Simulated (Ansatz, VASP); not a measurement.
One calculation of Ga7PdN8, two programs

INCAR

```
SYSTEM = Ga7PdN8
  ALGO = Normal
  EDIFF = 1E-6
  ENCUT = 520
  GGA = PS
  ISIF = 2
  ISMEAR = 0
  ISPIN = 2
  LASPH = .TRUE.
  LCHARG = .FALSE.
  LDAU = .TRUE.
  LDAUJ = 0 0 0
  LDAUL = 2 -1 -1
  LDAUPRINT = 1
  LDAUTYPE = 2
  LDAUU = 2 0 0
  LMAXMIX = 4
  LORBIT = 11
  LREAL = Auto
  LWAVE = .FALSE.
  MAGMOM = 3 0 0 0 0 0 0 0 0 0 0 0 0 0 0 0
  NBANDS = 88
  NELM = 150
  PREC = Accurate
  SIGMA = 0.05
```

The input KPOINTS:

```
k-points
0
G
  3 3 3
  0 0 0
```

Contents of POSCAR:

```
Ga7PdN8
1.0
    6.3800000000      0.0000000000      0.0000000000
   -3.1900000000      5.5252421000      0.0000000000
    0.0000000000      0.0000000000      5.1890000000
Pd Ga N
1 7 8
Direct
    0.3333333333      0.1666666667      0.9970661367
    0.3367868153      0.6683934076      0.0013916944
    0.8316065924      0.1632131847      0.0013916944
    0.8316065924      0.6683934076      0.0013916944
    0.1645381660      0.3354618340      0.4974567470
    0.1645381660      0.8290763319      0.4974567470
    0.6709236681      0.3354618340      0.4974567470
    0.6666666667      0.8333333333      0.4986304684
    0.3333333333      0.1666666667      0.4037776122
    0.3349280613      0.6674640307      0.3738691721
    0.8325359693      0.1650719387      0.3738691721
    0.8325359693      0.6674640307      0.3738691721
    0.1551430545      0.3448569455      0.8695298536
    0.1551430545      0.8102861089      0.8695298536
    0.6897138911      0.3448569455      0.8695298536
    0.6666666667      0.8333333333      0.8737833818
```

Input for Ansatz:

```yaml
crystal:
  lattice:
    - [6.38, 0.0, 0.0]
    - [-3.19, 5.5252421, 0.0]
    - [0.0, 0.0, 5.189]
  atoms:
    - { symbol: Pd, position: [0.3333333333, 0.1666666667, 0.9970661367], spin: 3.0 }
    - { symbol: Ga, position: [0.3367868153, 0.6683934076, 0.0013916944] }
    - { symbol: Ga, position: [0.8316065924, 0.1632131847, 0.0013916944] }
    - { symbol: Ga, position: [0.8316065924, 0.6683934076, 0.0013916944] }
    - { symbol: Ga, position: [0.164538166, 0.335461834, 0.497456747] }
    - { symbol: Ga, position: [0.164538166, 0.8290763319, 0.497456747] }
    - { symbol: Ga, position: [0.6709236681, 0.335461834, 0.497456747] }
    - { symbol: Ga, position: [0.6666666667, 0.8333333333, 0.4986304684] }
    - { symbol: "N", position: [0.3333333333, 0.1666666667, 0.4037776122] }
    - { symbol: "N", position: [0.3349280613, 0.6674640307, 0.3738691721] }
    - { symbol: "N", position: [0.8325359693, 0.1650719387, 0.3738691721] }
    - { symbol: "N", position: [0.8325359693, 0.6674640307, 0.3738691721] }
    - { symbol: "N", position: [0.1551430545, 0.3448569455, 0.8695298536] }
    - { symbol: "N", position: [0.1551430545, 0.8102861089, 0.8695298536] }
    - { symbol: "N", position: [0.6897138911, 0.3448569455, 0.8695298536] }
    - { symbol: "N", position: [0.6666666667, 0.8333333333, 0.8737833818] }
basis:
  ecutwfc: 420
  ecutrho_ratio: 4
kpoints:
  mp_grid: { grid: [3, 3, 3] }
hamiltonian:
  xc: pbesol
  hubbard: { sites: [{ site: 0, l: d, u_eff: 2.0 }] }
scf:
  occupations: { method: gaussian, width: 0.05 }
  lower_state_search: "off"
  max_iter: 150
output:
  forces: true
  stress: true
  eigenvalues: true
  populations: true
  hubbard: { sites: [{ site: 0, l: d }] }
magnetization:
  spin_polarized: true
```

Alike in both runs: task single point; functional PBEsol; k mesh 3 × 3 × 3; occupations gaussian, width 0.05 eV; collinear spin; Hubbard terms Pd d U = 2.0 eV.

|  | VASP | Ansatz |
| --- | --- | --- |
| version | VASP 6.6.1 | Ansatz 0.2.0 |
| potentials or method | VASP PAW PBE potentials, release 64 (Pd, Ga_d, N), cutoff 520 eV | scalar-relativistic, plane waves, PAW |
| valence electrons in the cell | 141 | 149 |

Ansatz gave:

* gap on the k mesh at the Fermi level (eV): none
* pressure (GPa): 3.7
* traceless stress, the component that is largest in VASP (GPa): 0.84
* rms of the force components (eV/Å): 0.009
* net moment per atom (μB): 0.06
* size of the moment on the site where the two differ most (μB): 0.37

**Question.** Which values does VASP return?

**Answer.** gap on the k mesh at the Fermi level (eV): none; pressure (GPa): 2.9; traceless stress, the component that is largest in VASP (GPa): 0.94; rms of the force components (eV/Å): 0.066; net moment per atom (μB): 0.06; size of the moment on the site where the two differ most (μB): 0.46.

VASP's potentials were made for PBE, not for PBEsol. Site moments also hang on the region over which each program counts them. The programs project onto different local orbitals, so the same U acts differently, and such runs can settle in different states. Atom by atom the forces differ by 0.065 eV/Å (rms over components). A gap of «none» marks a metal or a gap that the smearing closes. VASP's potentials hold 141 valence electrons a cell and Ansatz's 149, so a difference there can come from the potentials and not from the codes. Ansatz's warnings: filled band counts differ across k points.

The k mesh is coarse, so the values compare programs but aren't converged.
